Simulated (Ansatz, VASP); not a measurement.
## Two plane-wave programs on C

INCAR

```
SYSTEM = C
  ALGO = Normal
  EDIFF = 1E-6
  ENCUT = 600
  GGA = PS
  GGA_COMPAT = .FALSE.
  ISIF = 2
  ISMEAR = 0
  IVDW = 12
  LASPH = .TRUE.
  LCHARG = .TRUE.
  LELF = .TRUE.
  LREAL = .FALSE.
  LVHAR = .TRUE.
  LWAVE = .FALSE.
  NBANDS = 16
  NELM = 120
  PREC = Accurate
  SIGMA = 0.15
```

Contents of KPOINTS:

```
k-points
0
G
  18 12 10
  0 0 0
```

Contents of POSCAR:

```
C
1.0
   -2.4576582504      0.0000000000      0.0000000000
    0.0000000000      0.0000000000     -3.5294825081
    0.0000000000     -4.2567889574      0.0000000000
C
4
Direct
    0.5000000000      0.0000000000      0.1807617982
    0.0000000000      0.0000000000      0.6666666667
    0.0000000000      0.0000000000      0.3192382018
    0.5000000000      0.0000000000      0.8333333333
```

Input for Ansatz:

```yaml
crystal:
  lattice:
    - [-2.4576582504, 0.0, 0.0]
    - [0.0, 0.0, -3.5294825081]
    - [0.0, -4.2567889574, 0.0]
  atoms:
    - { symbol: C, position: [0.5, 0.0, 0.1807617982] }
    - { symbol: C, position: [0.0, 0.0, 0.6666666667] }
    - { symbol: C, position: [0.0, 0.0, 0.3192382018] }
    - { symbol: C, position: [0.5, 0.0, 0.8333333333] }
basis:
  ecutwfc: 520.0
kpoints:
  mp_grid: { grid: [18, 12, 10] }
hamiltonian:
  xc: pbesol
  pseudopotentials: { kind: paw, azcp: { folder: soft_1 } }
  dispersion: d3bj
scf:
  occupations: { method: gaussian, width: 0.15 }
output:
  forces: true
  stress: true
  eigenvalues: true
  write_density: true
  write_potential: true
  elf: true
  volumetric_format: npy
```

Change from the starting cell: mode 8 frozen in at -0.030 Å and mode 12 at -0.030 Å (largest displacements).

Alike in both runs: task single point; functional PBEsol; dispersion D3(BJ); k mesh 18 × 12 × 10; occupations gaussian, width 0.15 eV; no spin polarisation.

|  | VASP | Ansatz |
| --- | --- | --- |
| version | VASP 6.6.1 | Ansatz 0.2.0 |
| potentials or method | VASP PAW PBE potentials, release 64 (C), cutoff 600 eV | scalar-relativistic, plane waves, PAW |
| valence electrons in the cell | 16 | 16 |

|  | VASP | Ansatz | Ansatz less VASP |
| --- | --- | --- | --- |
| gap on the k mesh at the Fermi level (eV) | none | none | - |
| pressure (GPa) | 2.3 | 2.1 | -0.27 |
| traceless stress, the component that is largest in VASP (GPa) | 8.92 | 8.52 | -0.402 |
| rms of the force components (eV/Å) | 2.257 | 2.257 | -0.0009 |

VASP's potentials were made for PBE, not for PBEsol, and Ansatz warns of the same on its side. Atom by atom the forces differ by 0.006 eV/Å (rms over components). A gap of «none» marks a metal or a gap that the smearing closes.
